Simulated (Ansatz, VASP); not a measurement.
## SiC in VASP and in Ansatz

File INCAR:

```
PREC = Accurate
ENCUT = 600
EDIFF = 1E-6
ISMEAR = 0
SIGMA = 0.01
LREAL = False
LASPH = True
NELM = 120
ALGO = Normal
ISIF = 2
LWAVE = False
LCHARG = False
GGA = PE
NBANDS = 11
GGA_COMPAT = False
```

KPOINTS

```
Automatic mesh
0
Gamma
  8 8 8
```

Contents of POSCAR:

```
SiC
1.0
    0.0000000000      2.2115461914      2.2115461914
    2.2115461914      0.0000000000      2.2115461914
    2.2115461914      2.2115461914      0.0000000000
Si C
1 1
Direct
    0.2500000000      0.2500000000      0.2500000000
    0.0000000000      0.0000000000      0.0000000000
```

Input for Ansatz:

```yaml
crystal:
  lattice:
    - [0.0, 2.2115461914, 2.2115461914]
    - [2.2115461914, 0.0, 2.2115461914]
    - [2.2115461914, 2.2115461914, 0.0]
  atoms:
    - { symbol: Si, position: [0.25, 0.25, 0.25] }
    - { symbol: C, position: [0.0, 0.0, 0.0] }
kpoints:
  mp_grid: { grid: [8, 8, 8] }
hamiltonian:
  xc: pbe
scf:
  occupations: { method: fixed }
  n_extra_bands: 4
output:
  forces: true
  stress: true
  eigenvalues: true
```

Alike in both runs: task single point; functional PBE; k mesh 8 × 8 × 8; no spin polarisation.

|  | VASP | Ansatz |
| --- | --- | --- |
| version | VASP 6.6.1 | Ansatz 0.2.0 |
| potentials or method | VASP PAW PBE potentials, release 64 (Si, C) | plane waves, PAW |
| plane-wave cutoff (eV) | 600 | 420 |
| occupations | gaussian, width 0.01 eV | fixed |
| valence electrons in the cell | 8 | 8 |

VASP gave:

```
gap on the k mesh at the Fermi level (eV) : 1.40
pressure (GPa)                            : -6.1
```

Q: What did Ansatz give for the same quantities?

A: gap on the k mesh at the Fermi level (eV): 1.40; pressure (GPa): -5.9.
